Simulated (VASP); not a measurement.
Set up this calculation in VASP 6.6.1, as the native input.

```
Task                   : single point
Functional             : PBE
Potentials or basis    : VASP PAW PBE potentials, release 64 (Mg, C)
Cutoff                 : 520 eV
k mesh                 : 5 × 5 × 5
Occupations            : fermi-dirac, width 0.05 eV
Spin                   : no spin polarisation
Dipole correction      : no
Further INCAR settings : ALGO = Normal; EDIFF = 1e-07; NBANDS = 19
```

The structure of MgC2 lies in POSCAR:

```
MgC2
1.0
    3.9507770000      0.0000000000      0.0000000000
    0.0000000000      3.9507770000      0.0000000000
    0.0000000000      0.0000000000      4.9372181100
Mg C
2 4
Direct
    0.0000000000      0.0000000000      0.5000000000
    0.5000000000      0.5000000000      0.0000000000
    0.3876550000      0.6123450000      0.5000000000
    0.1123450000      0.1123450000      0.0000000000
    0.6123450000      0.3876550000      0.5000000000
    0.8876550000      0.8876550000      0.0000000000
```

The input as run:

INCAR

```
PREC = Accurate ; ENCUT = 520
EDIFF = 1E-7 ; ISMEAR = -1
SIGMA = 0.05 ; LREAL = False
LASPH = True ; NELM = 80
ALGO = Normal ; ISIF = 2
LWAVE = False ; LCHARG = False
GGA = PE ; NBANDS = 19
```

KPOINTS

```
Automatic mesh
0
Gamma
  5 5 5
```

Potentials or basis: VASP PAW PBE potentials, release 64 (Mg, C).

Run with:

```console
$ cat potpaw_PBE.64/Mg/POTCAR potpaw_PBE.64/C/POTCAR > POTCAR
$ mpirun -np 1 vasp_std > vasp.out
```

It gave:

```json
{
 "Pressure": "0.2 GPa",
 "Largest force": "0.004 eV/Å",
 "Band gap on the k mesh": "2.60 eV, indirect (least direct gap 2.91 eV)"
}
```

It took 15 s on 1 thread of Intel(R) Xeon(R) 6975P-C (Granite Rapids), on a shared host, peak memory 0.18 GiB.
